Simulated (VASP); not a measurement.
# Hf (P6_3/mmc) in VASP: further runs

The runs below take Hf through single point, relaxation of cell and atoms, with LDA.

Everything below comes from runs of VASP 6.6.1. Logs are shortened: lines on timing, memory, paths and dates and some standing lists are left out, and cuts for length are marked.

## Step 1: The cell of the first run

The structure is hexagonal, space group P6_3/mmc (No. 194). Conventional cell: a = 3.118 Å, b = 3.118 Å, c = 4.947 Å, α = 90.00°, β = 90.00°, γ = 120.00°. Within 4.0 Å of Hf (site symmetry -6m2) lie 12 Hf at 3.06 to 3.12 Å.

## Step 2: Single point, LDA

The input, INCAR:

```
SYSTEM = Hf
PREC     = Accurate       ! precision mode
ENCUT    = 520            ! plane-wave cutoff, eV
EDIFF    = 1E-7           ! SCF threshold, eV
ISMEAR   = -1             ! smearing method
SIGMA    = 0.08           ! smearing width, eV
LREAL    = .False.        ! projectors in reciprocal space
LASPH    = .True.         ! aspherical terms in the spheres
NELM     = 100            ! most SCF steps
ALGO     = Normal         ! electronic algorithm
ISIF     = 2              ! what is computed and relaxed
LWAVE    = .False.        ! write WAVECAR
LCHARG   = .False.        ! write CHGCAR
NBANDS   = 17             ! bands
```

The input, KPOINTS:

```
regular mesh
0
Gamma
  12 12 7
  0 0 0
```

The input, POSCAR:

```
Hf
1.0
    1.5590073223     -2.7002798916      0.0000000000
    1.5590073223      2.7002798916      0.0000000000
    0.0000000000      0.0000000000      4.9466063830
Hf
2
Direct
    0.6666666670      0.3333333330      0.2500000000
    0.3333333330      0.6666666670      0.7500000000
```

Potentials or basis: VASP PAW LDA potentials, release 64 (Hf_pv).

Run with:

```sh
cat potpaw_LDA.64/Hf_pv/POTCAR > POTCAR
mpirun -np 1 vasp_std > vasp.out
```

OUTCAR:

```text
SYSTEM = Hf
   PREC = Accurate
   ENCUT = 520
   EDIFF = 1E-7
   ISMEAR = -1
   LREAL = .False.
   LASPH = .True.
   NELM = 100
   ISIF = 2

 ion  position               nearest neighbor table
   1  0.667  0.333  0.250-   2 3.06   2 3.06   2 3.06   2 3.06   2 3.06   2 3.06
   2  0.333  0.667  0.750-   1 3.06   1 3.06   1 3.06   1 3.06   1 3.06   1 3.06

  LATTYP: Found a hexagonal cell.
 ALAT       =     3.1180146446
 C/A-ratio  =     1.5864602790

  Lattice vectors:

 A1 = (   1.5590073223,  -2.7002798916,   0.0000000000)
 A2 = (   1.5590073223,   2.7002798916,   0.0000000000)
 A3 = (   0.0000000000,   0.0000000000,   4.9466063830)

Analysis of symmetry for initial positions (statically):
=====================================================================
 Subroutine PRICEL returns:
 Original cell was already a primitive cell.

 Routine SETGRP: Setting up the symmetry group for a
 hexagonal supercell.

 Subroutine GETGRP returns: Found 24 space group operations
 (whereof 12 operations were pure point group operations)
 out of a pool of 24 trial point group operations.

The static configuration has the point symmetry D_3d.
 The point group associated with its full space group is D_6h.

Analysis of symmetry for dynamics (positions and initial velocities):
=====================================================================
 Subroutine PRICEL returns:
 Original cell was already a primitive cell.

 Routine SETGRP: Setting up the symmetry group for a
 hexagonal supercell.

 Subroutine GETGRP returns: Found 24 space group operations
 (whereof 12 operations were pure point group operations)
 out of a pool of 24 trial point group operations.

The dynamic configuration has the point symmetry D_3d.
 The point group associated with its full space group is D_6h.

 Subroutine INISYM returns: Found 24 space group operations
 (whereof 12 operations are pure point group operations),
 and found     1 'primitive' translations

----------------------------------------------------------------------------------------

                                     Primitive cell

  volume of cell :      41.6480

  direct lattice vectors                    reciprocal lattice vectors
     1.559007322 -2.700279892  0.000000000     0.320716903 -0.185165990  0.000000000
     1.559007322  2.700279892  0.000000000     0.320716903  0.185165990  0.000000000
     0.000000000  0.000000000  4.946606383     0.000000000  0.000000000  0.202158798

  length of vectors
     3.118014645  3.118014645  4.946606383     0.370331980  0.370331980  0.202158798

  position of ions in fractional coordinates (direct lattice)
     0.666666667  0.333333333  0.250000000
     0.333333333  0.666666667  0.750000000

  ion indices of the primitive-cell ions
   primitive index   ion index
                 1           1
                 2           2

----------------------------------------------------------------------------------------

 KPOINTS: regular mesh

Automatic generation of k-mesh.
 Grid dimensions read from file:
 generate k-points for:   12   12    7

 Generating k-lattice:

  Cartesian coordinates                     Fractional coordinates (reciprocal lattice)
     0.026726409 -0.015430499  0.000000000     0.083333333  0.000000000  0.000000000
     0.026726409  0.015430499  0.000000000     0.000000000  0.083333333  0.000000000
     0.000000000  0.000000000  0.028879828     0.000000000  0.000000000  0.142857143

  Length of vectors
     0.030860998  0.030860998  0.028879828

  Shift w.r.t. Gamma in fractional coordinates (k-lattice)
     0.000000000  0.000000000  0.000000000

 Subroutine IBZKPT returns following result:
 ===========================================

 Found     76 irreducible k-points:

 Following reciprocal coordinates:
            Coordinates               Weight
  0.000000  0.000000  0.000000      1.000000
  0.083333  0.000000  0.000000      6.000000
  0.166667 -0.000000  0.000000      6.000000
  0.250000 -0.000000  0.000000      6.000000
  0.333333 -0.000000  0.000000      6.000000
  0.416667 -0.000000  0.000000      6.000000
[... 16 lines left out ...]
  0.250000 -0.000000  0.142857     12.000000
  0.333333 -0.000000  0.142857     12.000000
 [... further k-points ...]
   k-points           NKPTS =     76   k-points in BZ     NKDIM =     76   number of bands    NBANDS=     17
   number of dos      NEDOS =    301   number of ions     NIONS =      2
   total plane-waves  NPLWV =  23040
   dimension x,y,z NGX =    24 NGY =   24 NGZ =   40
   dimension x,y,z NGXF=    48 NGYF=   48 NGZF=   80
   ions per type =               2
   NGX,Y,Z   is equivalent  to a cutoff of  12.80, 12.80, 13.44 a.u.
   NGXF,Y,Z  is equivalent  to a cutoff of  25.59, 25.59, 26.89 a.u.
 SYSTEM =  Hf
   PREC   = accura    normal or accurate (medium, high low for compatibility)
   ISTART =      0    job   : 0-new  1-cont  2-samecut
   ICHARG =      2    charge: 1-file 2-atom 10-const
   ISPIN  =      1    spin polarized calculation?
   LNONCOLLINEAR =      F non collinear calculations
   LSORBIT =      F    spin-orbit coupling
   LASPH  =      T    aspherical Exc in radial PAW
   ENCUT  =  520.0 eV  38.22 Ry    6.18 a.u.   5.80  5.80  9.20*2*pi/ulx,y,z
   NELM   =    100;   NELMIN=  2; NELMDL= -5     # of ELM steps
   EDIFF  = 0.1E-06   stopping-criterion for ELM
   LREAL  =      F    real-space projection
   EDIFFG = 0.1E-05   stopping-criterion for IOM
   NSW    =      0    number of steps for IOM
   IBRION =     -1    ionic relax: 0-MD 1-quasi-New 2-CG
   NFREE  =      0    steps in history (QN), initial steepest desc. (CG)
   ISIF   =      2    stress and relaxation
   ISYM   =      2    0-nonsym 1-usesym 2-fastsym
   POTIM  = 0.5000    time-step for ionic-motion
   TEBEG  =    0.0;   TEEND  =   0.0 temperature during run
   PSTRESS=    0.0 pullay stress
   NELECT =      20.0000    total number of electrons
   NUPDOWN=      -1.0000    fix difference up-down
   EMIN   =  10.00;   EMAX   =-10.00  energy-range for DOS
   EFERMI =   0.00;   METHOD = LEGACY
   ISMEAR =    -1;   SIGMA  =   0.08  broadening in eV -4-tet -1-fermi 0-gaus
   EFERMI_NEDOS =   21; number of points for ismear=-14 and -15
   IALGO  =     38    algorithm
   IMIX   =      4    mixing-type and parameters
     AMIX     =   0.40;   BMIX     =  1.00
     AMIX_MAG =   1.60;   BMIX_MAG =  1.00
  volume/ion in A,a.u.               =      20.82       140.53
  Fermi-wavevector in a.u.,A,eV,Ry     =   1.281996  2.422622 22.361369  1.643514
  Thomas-Fermi vector in A             =   2.414334
   LORBIT       =      0    0 simple, 1 ext, 2 COOP (PROOUT), +10 PAW based schemes
   GGA     = CA    functional components
   LHFCALC =     F    Hartree Fock is set to
   AEXX    =    0.0000 exact exchange contribution
   IVDW    =     0    specifies the selected vdW correction
   LEPSILON=     F    determine dielectric tensor
   LRPA    =     F    only Hartree local field effects (RPA)
 non-spin polarized calculation
  energy-cutoff  :      520.00
  volume of cell :       41.65
 maximum number of plane-waves:      1136
 NGX is ok and might be reduce to    24
   NGX = 11   NGY = 11   NGZ = 19

 number of electron      19.9999997 magnetization

 Free energy of the ion-electron system (eV)
  ---------------------------------------------------
  ext. energy  EPLUGINS =         0.00000000
  ---------------------------------------------------
  free energy    TOTEN  =       -21.40589808 eV

  energy without entropy =      -21.36904328  energy(sigma->0) =      -21.38747068

 E-fermi :   5.2965     XC(G=0): -11.8011

 val. band max:        5.2934391975   @ k =   0.3333   0.2500   0.2857
 cond. band min:       5.3084266335   @ k =   0.0000   0.0000   0.4286
 fundamental gap:      0.0149874360
 Fermi energy:         5.2965044696

 k-point     1 :       0.0000    0.0000    0.0000
  band No.  band energies     occupation
      1     -25.5957      2.00000
      2     -24.6439      2.00000
      3     -24.6439      2.00000
      4     -24.4828      2.00000
      5     -24.4828      2.00000
      6     -24.4797      2.00000
[... 9 lines left out ...]
     16       8.0238      0.00000
     17      10.9523      0.00000

 k-point     2 :       0.0833    0.0000    0.0000
  band No.  band energies     occupation
      1     -25.5726      2.00000
      2     -24.6947      2.00000
      3     -24.6607      2.00000
      4     -24.5365      2.00000
      5     -24.4901      2.00000
      6     -24.4895      2.00000
[... 9 lines left out ...]
     16       7.8074      0.00000
     17      11.1319      0.00000

 k-point     3 :       0.1667   -0.0000    0.0000
  band No.  band energies     occupation
      1     -25.5062      2.00000
      2     -24.8334      2.00000
      3     -24.7052      2.00000
      4     -24.6786      2.00000
      5     -24.5217      2.00000
      6     -24.5090      2.00000
[... 9 lines left out ...]
     16       8.1298      0.00000
     17      11.5003      0.00000

 k-point     4 :       0.2500   -0.0000    0.0000
  band No.  band energies     occupation
      1     -25.4058      2.00000
      2     -25.0222      2.00000
      3     -24.8629      2.00000
      4     -24.7630      2.00000
      5     -24.5744      2.00000
      6     -24.5378      2.00000
[... 9 lines left out ...]
     16       9.0749      0.00000
     17      11.8384      0.00000
[... 343 lines left out ...]
      1     -25.4681      2.00000
      2     -24.8196      2.00000
      3     -24.7217      2.00000
      4     -24.6956      2.00000
      5     -24.5362      2.00000
      6     -24.5189      2.00000
[... 9 lines left out ...]
     16       8.2468      0.00000
     17      11.4738      0.00000

 k-point    23 :       0.2500   -0.0000    0.1429
  band No.  band energies     occupation
      1     -25.3910      2.00000
      2     -24.9962      2.00000
      3     -24.8994      2.00000
      4     -24.7521      2.00000
      5     -24.5810      2.00000
      6     -24.5491      2.00000
[... 9 lines left out ...]
     16       8.9862      0.00000
     17      11.7265      0.00000

 k-point    24 :       0.3333   -0.0000    0.1429
  band No.  band energies     occupation
      1     -25.3452      2.00000
      2     -25.1362      2.00000
      3     -25.0561      2.00000
      4     -24.8064      2.00000
      5     -24.6406      2.00000
      6     -24.5808      2.00000
[... 9 lines left out ...]
     16      10.0728      0.00000
     17      11.8993      0.00000

 [... further k-points ...]
[... 5 lines left out ...]
  --------------------------------------------------------------------------------------
  -------------------------------------------------------------------------------------
  Total        0.0393932      0.0393932      0.0357522      0.0000000     -0.0000000     -0.0000000
  in kB        1.5154377      1.5154377      1.3753694      0.0000000     -0.0000000     -0.0000000
  external PRESSURE =       1.4687482 kB  Pullay stress =       0.0000000 kB

 VOLUME and BASIS-vectors are now :
 -----------------------------------------------------------------------------
  energy-cutoff  :      520.00
  volume of cell :       41.65
      direct lattice vectors                 reciprocal lattice vectors
     1.559007322 -2.700279892  0.000000000     0.320716903 -0.185165990  0.000000000
     1.559007322  2.700279892  0.000000000     0.320716903  0.185165990  0.000000000
     0.000000000  0.000000000  4.946606383     0.000000000  0.000000000  0.202158798

 POSITION                                       TOTAL-FORCE (eV/Angst)
 -----------------------------------------------------------------------------------
      1.55901     -0.90009      1.23665         0.000000      0.000000      0.000000
      1.55901      0.90009      3.70995        -0.000000      0.000000      0.000000
 -----------------------------------------------------------------------------------
    total drift:                                0.000000      0.000000     -0.000000

  FREE ENERGIE OF THE ION-ELECTRON SYSTEM (eV)
  ---------------------------------------------------
  free  energy   TOTEN  =       -21.4058980820 eV

  energy  without entropy=      -21.3690432809  energy(sigma->0) =      -21.38747068
```

Run time: 32 s. Hardware: 1 thread of Intel Xeon Platinum 8488C (Sapphire Rapids), shared host; peak memory 0.17 GiB.

Results:

```
Free energy            : -21.4059 eV
Pressure               : 0.1 GPa
Band gap on the k mesh : zero (band 10 reaches 6.43 eV, above the bottom of band 11 at 5.03 eV)
```

Caveat: spin-orbit coupling is left out, which moves the levels of the heavy elements.

## Step 3: Single point, LDA

The input, INCAR:

```
PREC = Accurate ; ENCUT = 500
EDIFF = 1E-6 ; ISMEAR = -1
SIGMA = 0.08 ; LREAL = False
LASPH = True ; NELM = 120
ALGO = Normal ; ISIF = 2
LWAVE = False ; LCHARG = False
NBANDS = 17 ; GGA_COMPAT = False
```

The input, KPOINTS:

```
regular mesh
0
Gamma
  16 16 9
```

The input, POSCAR:

```
Hf
1.0
    3.1180146446      0.0000000000      0.0000000000
   -1.5590073223      2.7002798916      0.0000000000
    0.0000000000      0.0000000000      4.9466063830
Hf
2
Direct
    0.3333333333      0.6666666667      0.2500000000
    0.6666666667      0.3333333333      0.7500000000
```

Potentials or basis: VASP PAW LDA potentials, release 64 (Hf_pv).

Run with:

```sh
cat potpaw_LDA.64/Hf_pv/POTCAR > POTCAR
mpirun -np 1 vasp_std > vasp.out
```

Wall time 57 s (1 thread of Intel Xeon Platinum 8488C (Sapphire Rapids), shared host); peak memory 0.2 GiB.

Results (log left out):

* Free energy: -21.4077 eV
* Pressure: 0.1 GPa
* Band gap on the k mesh: zero (band 10 reaches 6.44 eV, above the bottom of band 11 at 5.06 eV)

Levels at points of the mesh, in eV from the Fermi level:
```csv
k point,band 6,band 7,band 8,band 9,band 10,band 11,band 12,band 13,band 14,band 15
"(0.00, 0.00, 0.00)",-29.78,-7.54,-3.93,1.06,1.14,1.14,1.41,2.02,2.02,2.73
"(0.50, 0.00, 0.00)",-29.90,-3.44,-3.02,-2.46,-0.55,0.72,0.96,1.78,6.32,6.88
```

Caveat: spin-orbit coupling is left out, which moves the levels of the heavy elements.

## Step 4: Relaxation of cell and atoms, LDA

This run uses another cell than the first one, of 22.32 Å³/atom, 1.072 times its volume.

The input, INCAR:

```
PREC     = Accurate       # precision mode
ENCUT    = 500            # plane-wave cutoff, eV
EDIFF    = 1E-7           # SCF threshold, eV
ISMEAR   = -1             # smearing method
SIGMA    = 0.08           # smearing width, eV
LREAL    = F              # projectors in reciprocal space
LASPH    = T              # aspherical terms in the spheres
NELM     = 120            # most SCF steps
ALGO     = Normal         # electronic algorithm
ISIF     = 3              # what is computed and relaxed
LWAVE    = F              # write WAVECAR
LCHARG   = F              # write CHGCAR
GGA      = CA             # functional
IBRION   = 2              # ionic algorithm
NSW      = 60             # ionic steps
EDIFFG   = -0.005         # ionic threshold
GGA_COMPAT= F            
NELMIN   = 4
```

The input, KPOINTS:

```
Automatic mesh
0
Gamma
  16 16 9
```

The input, POSCAR:

```
Hf
1.0
    3.1687855324      0.0000000000      0.0000000000
   -1.5843927662      2.7442487702      0.0000000000
    0.0000000000      0.0000000000      5.1334325625
Hf
2
Direct
    0.3333333333      0.6666666667      0.2500000000
    0.6666666667      0.3333333333      0.7500000000
```

Run with:

```sh
cat potpaw_LDA.64/Hf_pv/POTCAR > POTCAR
mpirun -np 1 vasp_std > vasp.out
```

It took 4.1 min on 1 thread of Intel Xeon Platinum 8488C (Sapphire Rapids), shared host; peak memory 0.2 GiB.

Results (log left out):

```
Free energy                            : -21.4081 eV
Relaxed volume                         : 20.84 Å³/atom
Relaxed cell                           : a = 3.119 Å, b = 3.119 Å, c = 4.946 Å, α = 90.00°, β = 90.00°, γ = 120.00°
Space group after relaxing (to 0.05 Å) : P6_3/mmc (No. 194)
Energy gained by relaxing              : 39.0 meV/atom
Ionic steps                            : 9
Pressure after relaxing                : 0.0 GPa
Band gap on the k mesh                 : zero (band 10 reaches 6.43 eV, above the bottom of band 11 at 5.06 eV)
```

The path:
```
step  energy change (eV)  largest force (eV/Å)  pressure (GPa)  volume (Å³)
   1              0.0000                0.0000           -7.44        44.64
   2              0.0416                0.0000           11.98        38.27
   3             -0.0761                0.0000           -0.05        41.67
   4             -0.0762                0.0000            0.13        41.61
   5             -0.0778                0.0000            0.07        41.65
   6             -0.0780                0.0000            0.04        41.66
   7             -0.0780                0.0000            0.04        41.66
   8             -0.0780                0.0000           -0.05        41.69
   9             -0.0780                0.0000            0.00        41.68
```

Final structure:
```
Hf
1.0
     3.11916    0.00000    0.00000
    -1.55958    2.70127    0.00000
     0.00000    0.00000    4.94636
Hf
2
Direct
  0.33333 0.66667 0.25000
  0.66667 0.33333 0.75000
```

Levels at points of the mesh, in eV from the Fermi level:
| k point | band 8 | band 9 | band 10 | band 11 | band 12 | band 13 |
| --- | --- | --- | --- | --- | --- | --- |
| (0.00, 0.00, 0.00) | -3.93 | 1.06 | 1.14 | 1.14 | 1.41 | 2.02 |
| (0.50, 0.00, 0.00) | -3.02 | -2.46 | -0.55 | 0.72 | 0.96 | 1.79 |

Caveat: spin-orbit coupling is left out, which moves the levels of the heavy elements.

## Step 5: Summary

| task | cell | k mesh | cutoff (eV) | gap on the mesh (eV) | pressure (GPa) |
| --- | --- | --- | --- | --- | --- |
| single point | a = 3.118, b = 3.118, c = 4.947 Å, angles 90.0, 90.0, 120.0°, 2 atoms | 12 × 12 × 7 | 520 | none | 0.1 |
| single point | a = 3.118, b = 3.118, c = 4.947 Å, angles 90.0, 90.0, 120.0°, 2 atoms | 16 × 16 × 9 | 500 | none | 0.1 |
| relaxation of cell and atoms | relaxed from a = 3.169, b = 3.169, c = 5.133 Å, angles 90.0, 90.0, 120.0°, 2 atoms | 16 × 16 × 9 | 500 | none | 0.0 |

Alike in all rows: level LDA; potentials or basis VASP PAW LDA potentials, release 64 (Hf_pv); no spin polarisation; smearing fermi-dirac 0.08 eV.

Caveats: spin-orbit coupling is left out, which moves the levels of the heavy elements.

Absolute energies hang on the potentials; compare differences alone.
